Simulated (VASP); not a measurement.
# HfSiO4 (I4_1/amd) in VASP: notebook

The runs below take HfSiO4 through single point, with PBE.

Everything below comes from runs of VASP 6.6.1. Logs are shortened: lines on timing, memory, paths and dates and some standing lists are left out, and cuts for length are marked.

## Step 1: The cell of the first run

It takes space group I4_1/amd (No. 141, tetragonal). Conventional cell: a = 6.510 Å, b = 6.510 Å, c = 5.892 Å, α = 90.00°, β = 90.00°, γ = 90.00°. Within 2.8 Å of Hf (site symmetry -4m2) lie 8 O at 2.10 to 2.23 Å. Si (site symmetry -4m2) has 4 O at 1.60 Å within 2.1 Å. O (site symmetry m) has 1 Si at 1.60 Å and 1 Hf at 2.10 Å within 2.1 Å.

## Step 2: Single point, PBE (10.40 Å³/atom)

Contents of INCAR:

```
SYSTEM = HfSiO4
  PREC = Accurate
  ENCUT = 520
  EDIFF = 1E-6
  ISMEAR = 0
  SIGMA = 0.01
  LREAL = .False.
  LASPH = .True.
  NELM = 80
  ALGO = Normal
  ISIF = 2
  LWAVE = .False.
  LCHARG = .True.
  GGA = PE
  LELF = .True.
  LVHAR = .True.
  NBANDS = 50
```

Contents of KPOINTS:

```
regular mesh
0
Gamma
  6 6 6
  0 0 0
```

Contents of POSCAR:

```
HfSiO4
1.0
   -3.2549148378      3.2549148378      2.9458348746
    3.2549148378     -3.2549148378      2.9458348746
    3.2549148378      3.2549148378     -2.9458348746
Hf Si O
2 2 8
Direct
    0.7500000000      0.2500000000      0.5000000000
    0.0000000000      0.0000000000      0.0000000000
    0.2500000000      0.7500000000      0.5000000000
    0.5000000000      0.5000000000      0.0000000000
    0.1347369486      0.3189317937      0.8158051549
    0.0689317937      0.7531266389      0.6841948451
    0.5031266389      0.3189317937      0.1841948451
    0.0689317937      0.3847369486      0.3158051549
    0.6152630514      0.9310682063      0.6841948451
    0.6810682063      0.8652630514      0.1841948451
    0.2468733611      0.9310682063      0.3158051549
    0.6810682063      0.4968733611      0.8158051549
```

Potentials or basis: VASP PAW PBE potentials, release 64 (Hf_pv, Si, O).

Command:

```
$ cat potpaw_PBE.64/Hf_pv/POTCAR potpaw_PBE.64/Si/POTCAR potpaw_PBE.64/O/POTCAR > POTCAR
$ mpirun -np 1 vasp_std > vasp.out
```

OUTCAR:

```text
SYSTEM = HfSiO4
   PREC = Accurate
   ENCUT = 520
   EDIFF = 1E-6
   ISMEAR = 0
   LREAL = .False.
   LASPH = .True.
   NELM = 80
   ISIF = 2
   GGA = PE

 ion  position               nearest neighbor table
   1  0.750  0.250  0.500-   7 2.10  12 2.10  10 2.10   5 2.10   8 2.23   9 2.23   6 2.23  11 2.23
                             3 2.95   3 2.95   2 3.57   2 3.57   2 3.57   2 3.57
   2  0.000  0.000  0.000-   6 2.10  11 2.10   9 2.10   8 2.10  10 2.23   5 2.23   7 2.23  12 2.23
                             4 2.95   4 2.95   1 3.57   1 3.57   1 3.57   1 3.57
   3  0.250  0.750  0.500-   8 1.60   9 1.60   6 1.60  11 1.60   1 2.95   1 2.95
   4  0.500  0.500  0.000-   5 1.60  10 1.60   7 1.60  12 1.60   2 2.95   2 2.95
   5  0.135  0.319  0.816-   4 1.60   1 2.10   2 2.23
   6  0.069  0.753  0.684-   3 1.60   2 2.10   1 2.23
   7  0.503  0.319  0.184-   4 1.60   1 2.10   2 2.23
   8  0.069  0.385  0.316-   3 1.60   2 2.10   1 2.23
   9  0.615  0.931  0.684-   3 1.60   2 2.10   1 2.23
  10  0.681  0.865  0.184-   4 1.60   1 2.10   2 2.23
  11  0.247  0.931  0.316-   3 1.60   2 2.10   1 2.23
  12  0.681  0.497  0.816-   4 1.60   1 2.10   2 2.23

  LATTYP: Found a body centered tetragonal cell.
 ALAT       =     6.5098296756
 C/A-ratio  =     0.9050420737

  Lattice vectors:

 A1 = (  -3.2549148378,   3.2549148378,   2.9458348746)
 A2 = (   3.2549148378,  -3.2549148378,   2.9458348746)
 A3 = (   3.2549148378,   3.2549148378,  -2.9458348746)

Analysis of symmetry for initial positions (statically):
=====================================================================
 Subroutine PRICEL returns:
 Original cell was already a primitive cell.

 Routine SETGRP: Setting up the symmetry group for a
 body centered tetragonal supercell.

 Subroutine GETGRP returns: Found 16 space group operations
 (whereof  8 operations were pure point group operations)
 out of a pool of 16 trial point group operations.

The static configuration has the point symmetry D_2d.
 The point group associated with its full space group is D_4h.

Analysis of symmetry for dynamics (positions and initial velocities):
=====================================================================
 Subroutine PRICEL returns:
 Original cell was already a primitive cell.

 Routine SETGRP: Setting up the symmetry group for a
 body centered tetragonal supercell.

 Subroutine GETGRP returns: Found 16 space group operations
 (whereof  8 operations were pure point group operations)
 out of a pool of 16 trial point group operations.

[... 129 lines left out ...]
   POTIM  = 0.5000    time-step for ionic-motion
   TEBEG  =    0.0;   TEEND  =   0.0 temperature during run
   PSTRESS=    0.0 pullay stress
   NELECT =      76.0000    total number of electrons
   NUPDOWN=      -1.0000    fix difference up-down
   EMIN   =  10.00;   EMAX   =-10.00  energy-range for DOS
   EFERMI =   0.00;   METHOD = LEGACY
   ISMEAR =     0;   SIGMA  =   0.01  broadening in eV -4-tet -1-fermi 0-gaus
   EFERMI_NEDOS =   21; number of points for ismear=-14 and -15
   IALGO  =     38    algorithm
   IMIX   =      4    mixing-type and parameters
     AMIX     =   0.40;   BMIX     =  1.00
     AMIX_MAG =   1.60;   BMIX_MAG =  1.00
  volume/ion in A,a.u.               =      10.40        70.20
  Fermi-wavevector in a.u.,A,eV,Ry     =   1.387491  2.621978 26.192998  1.925131
  Thomas-Fermi vector in A             =   2.511707
   LORBIT       =      0    0 simple, 1 ext, 2 COOP (PROOUT), +10 PAW based schemes
   GGA     = PE    functional components
   LHFCALC =     F    Hartree Fock is set to
   AEXX    =    0.0000 exact exchange contribution
   IVDW    =     0    specifies the selected vdW correction
   LEPSILON=     F    determine dielectric tensor
   LRPA    =     F    only Hartree local field effects (RPA)
 non-spin polarized calculation
 Gauss-broadening in eV      SIGMA  =   0.01
  energy-cutoff  :      520.00
  volume of cell :      124.84
 maximum number of plane-waves:      3379
 NGX is ok and might be reduce to    42
   NGX = 21   NGY = 21   NGZ = 21

 number of electron      75.9999982 magnetization

 Free energy of the ion-electron system (eV)
  ---------------------------------------------------
  ext. energy  EPLUGINS =         0.00000000
  ---------------------------------------------------
  free energy    TOTEN  =      -108.34687688 eV

  energy without entropy =     -108.34687688  energy(sigma->0) =     -108.34687688

 E-fermi :   3.6901     XC(G=0): -11.2491

 val. band max:        3.5576252083   @ k =   0.0000   0.0000   0.0000
 cond. band min:       9.1345809912   @ k =   0.3333   0.3333   0.1667
 fundamental gap:      5.5769557828
 Fermi energy:         3.6901473182

 k-point     1 :       0.0000    0.0000    0.0000
  band No.  band energies     occupation
      1     -25.5943      2.00000
      2     -25.5943      2.00000
      3     -25.5133      2.00000
      4     -25.4981      2.00000
      5     -25.3850      2.00000
      6     -25.3850      2.00000
[... 1261 lines left out ...]
     49      12.8115      0.00000
     50      13.4903      0.00000

 [... further k-points ...]
[... 5 lines left out ...]
  --------------------------------------------------------------------------------------
  -------------------------------------------------------------------------------------
  Total       10.4394394     10.4394394     12.9658656      0.0000000      0.0000000      0.0000000
  in kB      133.9800423    133.9800423    166.4042625      0.0000000      0.0000000      0.0000000
  external PRESSURE =     144.7881157 kB  Pullay stress =       0.0000000 kB

 VOLUME and BASIS-vectors are now :
 -----------------------------------------------------------------------------
  energy-cutoff  :      520.00
  volume of cell :      124.84
      direct lattice vectors                 reciprocal lattice vectors
    -3.254914838  3.254914838  2.945834875     0.000000000  0.153613850  0.169731170
     3.254914838 -3.254914838  2.945834875     0.153613850  0.000000000  0.169731170
     3.254914838  3.254914838 -2.945834875     0.153613850  0.153613850  0.000000000

 POSITION                                       TOTAL-FORCE (eV/Angst)
 -----------------------------------------------------------------------------------
     -0.00000      3.25491      1.47292        -0.000000      0.000000     -0.000000
      0.00000      0.00000      0.00000        -0.000000      0.000000     -0.000000
      3.25491     -0.00000      1.47292        -0.000000      0.000000     -0.000000
      0.00000      0.00000      2.94583        -0.000000      0.000000     -0.000000
      3.25491      2.05584     -1.06679        -0.000000     -0.647957     -0.365995
      4.45399     -0.00000      0.40612         0.647957      0.000000     -0.365995
     -0.00000      1.19908      1.87904        -0.000000      0.647957     -0.365995
      2.05584      0.00000      0.40612        -0.647957      0.000000     -0.365995
      3.25491      1.19908      2.53971        -0.000000      0.647957      0.365995
      1.19908      0.00000      4.01263         0.647957      0.000000      0.365995
      3.25491     -1.19908      2.53971        -0.000000     -0.647957      0.365995
      2.05584      3.25491      1.06679        -0.647957      0.000000      0.365995
 -----------------------------------------------------------------------------------
    total drift:                               -0.000000     -0.000000      0.000000

  FREE ENERGIE OF THE ION-ELECTRON SYSTEM (eV)
  ---------------------------------------------------
  free  energy   TOTEN  =      -108.3468768810 eV

  energy  without entropy=     -108.3468768810  energy(sigma->0) =     -108.34687688
```

Run time: 6.6 min. Hardware: 1 thread of Intel Xeon 8259CL, shared host; peak memory 0.34 GiB.

Results:

```yaml
Free_energy: -108.3469 eV
Pressure: 14.5 GPa
Largest_force: 0.744 eV/Å
Band_gap_on_the_k_mesh: 5.58 eV (least direct gap 5.94 eV)
```

Forces on the atoms (eV/Å):
```
Hf   0.000  0.000  0.000
Hf   0.000  0.000  0.000
Si   0.000  0.000  0.000
Si   0.000  0.000  0.000
O    0.000 -0.648 -0.366
O    0.648  0.000 -0.366
O    0.000  0.648 -0.366
O   -0.648  0.000 -0.366
O    0.000  0.648  0.366
O    0.648  0.000  0.366
O    0.000 -0.648  0.366
O   -0.648  0.000  0.366
```

Levels at points of the mesh, in eV from the valence-band top:
| k point | band 34 | band 35 | band 36 | band 37 | band 38 | band 39 | band 40 | band 41 | band 42 | band 43 |
| --- | --- | --- | --- | --- | --- | --- | --- | --- | --- | --- |
| (0.00, 0.00, 0.00) | -0.66 | -0.57 | -0.56 | -0.56 | 0.00 | 5.97 | 6.28 | 6.49 | 6.49 | 6.51 |
| (0.50, 0.00, 0.00) | -1.16 | -0.99 | -0.86 | -0.26 | -0.18 | 5.85 | 6.02 | 6.86 | 7.04 | 7.17 |
| (0.50, 0.50, 0.00) | -1.02 | -0.96 | -0.96 | -0.63 | -0.63 | 5.58 | 5.58 | 6.78 | 6.78 | 6.81 |
| (0.50, 0.50, 0.50) | -1.41 | -1.14 | -1.14 | -0.84 | -0.84 | 6.48 | 6.48 | 6.92 | 6.92 | 7.04 |

Caveat: the cell stands under pressure; spin-orbit coupling is left out, which moves the levels of the heavy elements. Expect the measured gap to be larger: semilocal functionals such as PBE lack the derivative discontinuity.

## Step 3: Single point, PBE (10.74 Å³/atom)

This run uses another cell than the first one, of 10.74 Å³/atom.

Contents of INCAR:

```
PREC = Accurate
ENCUT = 520
EDIFF = 1E-7
ISMEAR = 0
SIGMA = 0.01
LREAL = False
LASPH = True
NELM = 100
ALGO = Normal
ISIF = 2
LWAVE = False
LCHARG = True
GGA = PE
LELF = True
LVHAR = True
NBANDS = 50
```

Contents of KPOINTS:

```
Automatic mesh
0
Gamma
  6 6 6
```

POSCAR, as its differences from that of step 2:

```diff
@@ -2,5 +2,5 @@
 1.0
-   -3.2549148378      3.2549148378      2.9458348746
-    3.2549148378     -3.2549148378      2.9458348746
-    3.2549148378      3.2549148378     -2.9458348746
+   -3.2891796172      3.2891796172      2.9768459416
+    3.2891796172     -3.2891796172      2.9768459416
+    3.2891796172      3.2891796172     -2.9768459416
 Hf Si O
```

Potentials or basis: VASP PAW PBE potentials, release 64 (Hf_pv, Si, O).

Command:

```
$ cat potpaw_PBE.64/Hf_pv/POTCAR potpaw_PBE.64/Si/POTCAR potpaw_PBE.64/O/POTCAR > POTCAR
$ mpirun -np 1 vasp_std > vasp.out
```

It took 7 min on 1 thread of Intel Xeon 8259CL, shared host; peak memory 0.35 GiB.

It converged, with:

```
Free energy            : -108.6024 eV
Pressure               : 5.8 GPa
Largest force          : 0.447 eV/Å
Band gap on the k mesh : 5.42 eV (least direct gap 5.77 eV)
```

Forces on the atoms (eV/Å):
```
Hf   0.000  0.000  0.000
Hf   0.000  0.000  0.000
Si   0.000  0.000  0.000
Si   0.000  0.000  0.000
O    0.000 -0.375 -0.244
O    0.375  0.000 -0.244
O    0.000  0.375 -0.244
O   -0.375  0.000 -0.244
O    0.000  0.375  0.244
O    0.375  0.000  0.244
O    0.000 -0.375  0.244
O   -0.375  0.000  0.244
```

Stress tensor (GPa, compression positive):
```
5.24 0.00 0.00
0.00 5.24 0.00
0.00 0.00 6.93
```

Levels at points of the mesh, in eV from the valence-band top:
```
           k point  band 34  band 35  band 36  band 37  band 38  band 39  band 40  band 41  band 42  band 43
(0.00, 0.00, 0.00)    -0.68    -0.58    -0.58    -0.55     0.00     5.78     6.09     6.24     6.26     6.26
(0.50, 0.00, 0.00)    -1.14    -0.97    -0.83    -0.25    -0.20     5.67     5.84     6.62     6.78     6.91
(0.50, 0.50, 0.00)    -0.99    -0.92    -0.92    -0.60    -0.60     5.43     5.43     6.56     6.56     6.57
(0.50, 0.50, 0.50)    -1.35    -1.10    -1.10    -0.87    -0.87     6.26     6.26     6.64     6.64     6.78
```

Caveat: the cell stands under pressure; spin-orbit coupling is left out, which moves the levels of the heavy elements. A k mesh can miss the band edges.

## Step 4: Single point, PBE

This run uses another cell than the first one, of 10.78 Å³/atom.

Contents of INCAR:

```
SYSTEM = HfSiO4
PREC     = Accurate       ! precision mode
ENCUT    = 520            ! plane-wave cutoff, eV
EDIFF    = 1E-6           ! SCF threshold, eV
ISMEAR   = 0              ! smearing method
SIGMA    = 0.01           ! smearing width, eV
LREAL    = .False.        ! projectors in reciprocal space
LASPH    = .True.         ! aspherical terms in the spheres
NELM     = 80             ! most SCF steps
ALGO     = Normal         ! electronic algorithm
ISIF     = 2              ! what is computed and relaxed
LWAVE    = .False.        ! write WAVECAR
LCHARG   = .True.         ! write CHGCAR
GGA      = PE             ! functional
LELF     = .True.         ! ELF
LVHAR    = .True.       
NBANDS   = 50             ! bands
```

Contents of KPOINTS:

```
Automatic mesh
0
Gamma
  6 6 6
  0 0 0
```

Contents of POSCAR:

```
HfSiO4
1.0
   -3.2908231933      3.2908231933      2.9857685768
    3.2908231933     -3.2908231933      2.9857685768
    3.2908231933      3.2908231933     -2.9857685768
Hf Si O
2 2 8
Direct
    0.7500000000      0.2500000000      0.5000000000
    0.0000000000      0.0000000000      0.0000000000
    0.2500000000      0.7500000000      0.5000000000
    0.5000000000      0.5000000000      0.0000000000
    0.1352530215      0.3198800067      0.8153730148
    0.0698800067      0.7545069919      0.6846269852
    0.5045069919      0.3198800067      0.1846269852
    0.0698800067      0.3852530215      0.3153730148
    0.6147469785      0.9301199933      0.6846269852
    0.6801199933      0.8647469785      0.1846269852
    0.2454930081      0.9301199933      0.3153730148
    0.6801199933      0.4954930081      0.8153730148
```

Command:

```
$ cat potpaw_PBE.64/Hf_pv/POTCAR potpaw_PBE.64/Si/POTCAR potpaw_PBE.64/O/POTCAR > POTCAR
$ mpirun -np 1 vasp_std > vasp.out
```

Run time: 6 min. Hardware: 1 thread of Intel Xeon 8259CL, shared host; peak memory 0.35 GiB.

The run converged. Its results:

```yaml
Free_energy: -108.6174 eV
Pressure: 4.7 GPa
Largest_force: 0.472 eV/Å
Band_gap_on_the_k_mesh: 5.39 eV (least direct gap 5.74 eV)
```

Forces on the atoms (eV/Å):
```
Hf   0.000  0.000  0.000
Hf   0.000  0.000  0.000
Si   0.000  0.000  0.000
Si   0.000  0.000  0.000
O    0.000 -0.352 -0.314
O    0.352  0.000 -0.314
O    0.000  0.352 -0.314
O   -0.352  0.000 -0.314
O    0.000  0.352  0.314
O    0.352  0.000  0.314
O    0.000 -0.352  0.314
O   -0.352  0.000  0.314
```

Stress tensor (GPa, compression positive):
```
4.35 0.00 0.00
0.00 4.35 0.00
0.00 0.00 5.35
```

Levels at points of the mesh, in eV from the valence-band top:
| k point | band 36 | band 37 | band 38 | band 39 | band 40 | band 41 |
| --- | --- | --- | --- | --- | --- | --- |
| (0.00, 0.00, 0.00) | -0.59 | -0.56 | 0.00 | 5.76 | 6.04 | 6.20 |
| (0.50, 0.00, 0.00) | -0.83 | -0.26 | -0.20 | 5.64 | 5.80 | 6.54 |
| (0.50, 0.50, 0.00) | -0.93 | -0.60 | -0.60 | 5.40 | 5.40 | 6.49 |
| (0.50, 0.50, 0.50) | -1.11 | -0.88 | -0.88 | 6.23 | 6.23 | 6.60 |

Caveat: the cell stands under pressure; spin-orbit coupling is left out, which moves the levels of the heavy elements. A hybrid or GW would open this gap; PBE tends to underestimate it.

## Step 5: Single point, PBE

This run uses another cell than the first one, of 11.07 Å³/atom.

Contents of INCAR:

```
PREC     = Accurate       # precision mode
ENCUT    = 520            # plane-wave cutoff, eV
EDIFF    = 1E-6           # SCF threshold, eV
ISMEAR   = 0              # smearing method
SIGMA    = 0.01           # smearing width, eV
LREAL    = False          # projectors in reciprocal space
LASPH    = True           # aspherical terms in the spheres
NELM     = 100            # most SCF steps
ALGO     = Normal         # electronic algorithm
ISIF     = 2              # what is computed and relaxed
LWAVE    = False          # write WAVECAR
LCHARG   = False          # write CHGCAR
GGA      = PE             # functional
NBANDS   = 50             # bands
```

Contents of KPOINTS:

```
regular mesh
0
Gamma
  6 6 6
```

Contents of POSCAR:

```
HfSiO4
1.0
   -3.3227449928      3.3227449928      3.0072240187
    3.3227449928     -3.3227449928      3.0072240187
    3.3227449928      3.3227449928     -3.0072240187
Hf Si O
2 2 8
Direct
    0.7500000000      0.2500000000      0.5000000000
    0.0000000000      0.0000000000      0.0000000000
    0.2500000000      0.7500000000      0.5000000000
    0.5000000000      0.5000000000      0.0000000000
    0.1347369486      0.3189317937      0.8158051549
    0.0689317937      0.7531266389      0.6841948451
    0.5031266389      0.3189317937      0.1841948451
    0.0689317937      0.3847369486      0.3158051549
    0.6152630514      0.9310682063      0.6841948451
    0.6810682063      0.8652630514      0.1841948451
    0.2468733611      0.9310682063      0.3158051549
    0.6810682063      0.4968733611      0.8158051549
```

Command:

```
$ cat potpaw_PBE.64/Hf_pv/POTCAR potpaw_PBE.64/Si/POTCAR potpaw_PBE.64/O/POTCAR > POTCAR
$ mpirun -np 1 vasp_std > vasp.out
```

Run time: 6.1 min. Hardware: 1 thread of Intel Xeon 8259CL, shared host; peak memory 0.35 GiB.

The run converged. Its results:

```
Free energy            : -108.6581 eV
Pressure               : -1.6 GPa
Largest force          : 0.185 eV/Å
Band gap on the k mesh : 5.27 eV (least direct gap 5.60 eV)
```

Forces on the atoms (eV/Å):
```
Hf   0.000  0.000  0.000
Hf   0.000  0.000  0.000
Si   0.000  0.000  0.000
Si   0.000  0.000  0.000
O    0.000 -0.128 -0.134
O    0.128  0.000 -0.134
O    0.000  0.128 -0.134
O   -0.128  0.000 -0.134
O    0.000  0.128  0.134
O    0.128  0.000  0.134
O    0.000 -0.128  0.134
O   -0.128  0.000  0.134
```

Stress tensor (GPa, compression positive):
```
-1.71  0.00  0.00
 0.00 -1.71  0.00
 0.00  0.00 -1.38
```

Levels at points of the mesh, in eV from the valence-band top:
| k point | band 35 | band 36 | band 37 | band 38 | band 39 | band 40 | band 41 | band 42 |
| --- | --- | --- | --- | --- | --- | --- | --- | --- |
| (0.00, 0.00, 0.00) | -0.60 | -0.60 | -0.53 | 0.00 | 5.60 | 5.91 | 5.96 | 6.04 |
| (0.50, 0.00, 0.00) | -0.95 | -0.80 | -0.24 | -0.22 | 5.50 | 5.66 | 6.39 | 6.54 |
| (0.50, 0.50, 0.00) | -0.89 | -0.89 | -0.58 | -0.58 | 5.28 | 5.28 | 6.35 | 6.35 |
| (0.50, 0.50, 0.50) | -1.07 | -1.07 | -0.89 | -0.89 | 6.06 | 6.06 | 6.38 | 6.38 |

Caveat: spin-orbit coupling is left out, which moves the levels of the heavy elements. As with any semilocal functional, this PBE gap is likely too small.

## Step 6: The runs side by side

| cell | gap on the mesh (eV) | pressure (GPa) | largest force (eV/Å) |
| --- | --- | --- | --- |
| a = 5.465 Å, angles 106.9, 106.9, 114.8°, 12 atoms, atomic positions A | 5.58 | 14.5 | 0.74 |
| a = 5.523 Å, angles 106.9, 106.9, 114.8°, 12 atoms, atomic positions A | 5.42 | 5.8 | 0.45 |
| a = 5.529 Å, angles 107.0, 107.0, 114.6°, 12 atoms, atomic positions B | 5.39 | 4.7 | 0.47 |
| a = 5.579 Å, angles 106.9, 106.9, 114.8°, 12 atoms, atomic positions A | 5.27 | -1.6 | 0.18 |

Alike in all rows: task single point; level PBE; potentials or basis VASP PAW PBE potentials, release 64 (Hf_pv, Si, O); no spin polarisation; k mesh 6 × 6 × 6; cutoff (eV) 520; smearing gaussian 0.01 eV.

Caveats: spin-orbit coupling is left out, which moves the levels of the heavy elements; the cell stands under pressure (at least some runs).

Total energies depend on the potentials used, so only differences within one code and one set of settings carry meaning.
